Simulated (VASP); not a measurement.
Wanted: the native input for a VASP 6.6.1 run.

```
Task                   : single point
Functional             : r2SCAN
Potentials or basis    : VASP PAW PBE potentials, release 64 (Zr_sv, N)
Cutoff                 : 520 eV
k mesh                 : 8 × 8 × 10
Occupations            : gaussian, width 0.1 eV
Spin                   : no spin polarisation
Dipole correction      : no
Further INCAR settings : ALGO = Normal; EDIFF = 1e-06; NBANDS = 38
```

Crystal: Zr2N.

```
Zr N
1.0
     5.28433    0.00000    0.00000
     0.00000    5.28433    0.00000
     0.00000    0.00000    3.23067
Zr N
4 2
Direct
  0.29521 0.29521 0.00000
  0.70479 0.70479 0.00000
  0.79521 0.20479 0.50000
  0.20479 0.79521 0.50000
  0.00000 0.00000 0.00000
  0.50000 0.50000 0.50000
```

One way to write it, as run:

POSCAR

```
Zr2N
1.0
    5.2843261137      0.0000000000      0.0000000000
    0.0000000000      5.2843261137      0.0000000000
    0.0000000000      0.0000000000      3.2306736037
Zr N
4 2
Direct
    0.2952118549      0.2952118549      0.0000000000
    0.7047881451      0.7047881451      0.0000000000
    0.7952118549      0.2047881451      0.5000000000
    0.2047881451      0.7952118549      0.5000000000
    0.0000000000      0.0000000000      0.0000000000
    0.5000000000      0.5000000000      0.5000000000
```

INCAR.step1

```
SYSTEM = Zr2N
ALGO     = Normal         ! electronic algorithm
EDIFF    = 1E-4           ! SCF threshold, eV
ENCUT    = 520            ! plane-wave cutoff, eV
GGA      = PE             ! functional
ISMEAR   = 0              ! smearing method
LASPH    = .True.         ! aspherical terms in the spheres
LCHARG   = .False.        ! write CHGCAR
LREAL    = .False.        ! projectors in reciprocal space
LWAVE    = .True.         ! write WAVECAR
NBANDS   = 38             ! bands
NELM     = 60             ! most SCF steps
PREC     = Accurate       ! precision mode
SIGMA    = 0.1            ! smearing width, eV
```

INCAR.step2

```
SYSTEM = Zr2N
ALGO     = Normal         ! electronic algorithm
EDIFF    = 1E-6           ! SCF threshold, eV
ENCUT    = 520            ! plane-wave cutoff, eV
ISIF     = 2              ! what is computed and relaxed
ISMEAR   = 0              ! smearing method
ISTART   = 1            
LASPH    = .True.         ! aspherical terms in the spheres
LCHARG   = .False.        ! write CHGCAR
LMIXTAU  = .True.       
LREAL    = .False.        ! projectors in reciprocal space
LWAVE    = .False.        ! write WAVECAR
METAGGA  = R2SCAN         ! meta-GGA
NBANDS   = 38             ! bands
NELM     = 60             ! most SCF steps
PREC     = Accurate       ! precision mode
SIGMA    = 0.1            ! smearing width, eV
```

KPOINTS

```
k-points
0
Gamma
  8 8 10
  0 0 0
```

Potentials or basis: VASP PAW PBE potentials, release 64 (Zr_sv, N).

The run is started by

```bash
$ cat potpaw_PBE.64/Zr_sv/POTCAR potpaw_PBE.64/N/POTCAR > POTCAR
$ cp INCAR.step1 INCAR
$ mpirun -np 1 vasp_std > vasp.out
$ cp INCAR.step2 INCAR
$ mpirun -np 1 vasp_std > vasp.out
```

Results of the run:

| Item | Value |
| --- | --- |
| Pressure | 15.2 GPa |
| Band gap on the k mesh | zero (bands 29 and 30 overlap by 2.81 eV) |

Caveat: the cell stands under pressure; the PAW data sets were made with another functional, which shifts forces and pressure a little.

Wall time 18 min on 1 thread of Intel(R) Xeon(R) Platinum 8259CL CPU @ 2.50GHz (Skylake/Cascade Lake) (shared host), peak memory 0.36 GiB.
